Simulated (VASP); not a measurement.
Runs of VASP 6.6.1 on HfO2. The structure is that of space group Fm-3m (No. 225), or close to it. The cells are those of the table. 

| task | level | cell | cutoff (eV) | smearing | gap on the mesh (eV) | pressure (GPa) |
| --- | --- | --- | --- | --- | --- | --- |
| single point | PBE | a = 3.577 Å, angles 60.0°, 3 atoms | 520 | fermi-dirac 0.02 eV | 3.82 | 2.1 |
| single point | r2SCAN | a = 3.577 Å, angles 60.0°, 3 atoms | 520 | fermi-dirac 0.02 eV | (b) | -3.9 |
| dielectric tensor | r2SCAN | a = 3.577 Å, angles 60.0°, 3 atoms | 520 | gaussian 0.01 eV | 4.31 | - |
| relaxation of cell and atoms | r2SCAN | relaxed from a = 3.605 Å, angles 60.0°, 3 atoms | 600 | fermi-dirac 0.02 eV | (c) | 0.0 |
| single point | PBEsol | a = 3.567 Å, angles 60.0°, 3 atoms | 520 | fermi-dirac 0.02 eV | 3.71 | (a) |

Alike in all rows: potentials or basis VASP PAW PBE potentials, release 64 (Hf_pv, O); no spin polarisation; k mesh 8 × 8 × 8.

Q: Fill in the values left out.

A: (a) -3.7; (b) 4.32; (c) 4.36.

Caveats: spin-orbit coupling is left out, which moves the levels of the heavy elements; the PAW data sets were made with another functional, which shifts forces and pressure a little (some runs).

A k mesh can miss the band edges, and the runs leave out spin-orbit coupling on Hf.
